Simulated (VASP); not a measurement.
Runs of VASP 6.6.1 on GaSb2. The structure is that of space group P-3m1 (No. 164), or close to it. The cells are those of the table. 

```tsv
task	cell	k mesh	cutoff (eV)	gap on the mesh (eV)	pressure (GPa)	relaxed volume (Å³/atom)	largest force (eV/Å)
relaxation of cell and atoms	relaxed from a = 3.336, b = 3.336, c = 7.996 Å, angles 90.0, 90.0, 120.0°, 3 atoms	18 × 18 × 6	600	none	0.0	(a)	-
single point	a = 3.233, b = 3.233, c = 7.874 Å, angles 90.0, 90.0, 120.0°, 3 atoms	6 × 6 × 2	520	none	5.3	-	0.73
single point	a = 3.336, b = 3.336, c = 7.996 Å, angles 90.0, 90.0, 120.0°, 3 atoms	6 × 6 × 2	520	none	-0.1	-	0.02
single point	a = 3.390, b = 3.390, c = 7.814 Å, angles 90.0, 90.0, 120.0°, 3 atoms	18 × 18 × 6	520	none	0.0	-	(b)
relaxation of cell and atoms	relaxed from a = 3.233, b = 3.233, c = 7.874 Å, angles 90.0, 90.0, 120.0°, 3 atoms	6 × 6 × 2	600	none	0.0	25.84	0.02
```

Alike in all rows: level PBE; potentials or basis VASP PAW PBE potentials, release 64 (Ga_d, Sb); no spin polarisation; smearing gaussian 0.1 eV.

Problem. Estimate the missing entries.

Solution. (a) 25.87; (b) 0.01.

Caveats: some runs use coarse meshes; spin-orbit coupling is left out, which moves the levels of the heavy elements.

A k mesh can miss the band edges, and the runs leave out spin-orbit coupling on Ga, Sb.

A gap of «none» marks levels without a gap at the run's occupations.
